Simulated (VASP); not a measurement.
Input of a VASP 6.6.1 run:

Contents of INCAR:

```
SYSTEM = YAu
ALGO     = Normal         ! electronic algorithm
EDIFF    = 1E-6           ! SCF threshold, eV
ENCUT    = 520            ! plane-wave cutoff, eV
GGA      = CA             ! functional
ISIF     = 2              ! what is computed and relaxed
ISMEAR   = 1              ! smearing method
LASPH    = .TRUE.         ! aspherical terms in the spheres
LCHARG   = .FALSE.        ! write CHGCAR
LREAL    = .FALSE.        ! projectors in reciprocal space
LWAVE    = .FALSE.        ! write WAVECAR
NBANDS   = 18             ! bands
NELM     = 80             ! most SCF steps
PREC     = Accurate       ! precision mode
SIGMA    = 0.15           ! smearing width, eV
```

File KPOINTS:

```
k-points
0
G
  8 8 8
  0 0 0
```

POSCAR

```
YAu
1.0
    3.4986663105      0.0000000000      0.0000000000
    0.0000000000      3.4986663105      0.0000000000
    0.0000000000      0.0000000000      3.4986663105
Y Au
1 1
Direct
    0.5000000000      0.5000000000      0.5000000000
    0.0000000000      0.0000000000      0.0000000000
```

Potentials or basis: VASP PAW LDA potentials, release 64 (Y_sv, Au).

The run is started by

```sh
$ cat potpaw_LDA.64/Y_sv/POTCAR potpaw_LDA.64/Au/POTCAR > POTCAR
$ mpirun -np 1 vasp_std > vasp.out
```

**Question.** Estimate the band gap on the k mesh.

**Answer.** Zero (band 11 reaches 7.59 eV, above the bottom of band 12 at 4.73 eV).

**Question.** Estimate the pressure.

**Answer.** 1.2 GPa.

Caveat: spin-orbit coupling is left out, which moves the levels of the heavy elements.
